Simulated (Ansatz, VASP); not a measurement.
**Two plane-wave programs on Fe**

```
CELL_PARAMETERS angstrom
4.34112 0.00000 0.00000
-2.17056 3.75952 0.00000
0.00000 0.00000 2.47021
ATOMIC_POSITIONS crystal
Fe 0.00000 0.00000 0.00000
Fe 0.33333 0.66667 0.50000
Fe 0.66667 0.33333 0.50000
```

Alike in both runs: task single point; functional PBE; k mesh 10 × 10 × 15; occupations fermi-dirac, width 0.05 eV; collinear spin.

|  | VASP | Ansatz |
| --- | --- | --- |
| version | VASP 6.6.1 | Ansatz 0.2.0 |
| potentials or method | VASP PAW PBE potentials, release 64 (Fe), cutoff 520 eV | plane waves (420 eV) with PAW, scalar-relativistic |
| valence electrons in the cell | 24 | 48 |

VASP gave:

| Property | Result |
| --- | --- |
| pressure (GPa) | -12.9 |
| traceless stress, the component that is largest in VASP (GPa) | 0.21 |
| net moment per atom (μB) | 2.71 |
| size of the moment on the site where the two differ most (μB) | 2.74 |

Q: Estimate Ansatz's values.

A: Pressure (GPa): -12.7; traceless stress, the component that is largest in VASP (GPa): 0.42; net moment per atom (μB): 2.72; size of the moment on the site where the two differ most (μB): 2.77.

Site moments also hang on the region over which each program counts them. VASP's potentials hold 24 valence electrons a cell and Ansatz's 48, so a difference there can come from the potentials and not from the codes.
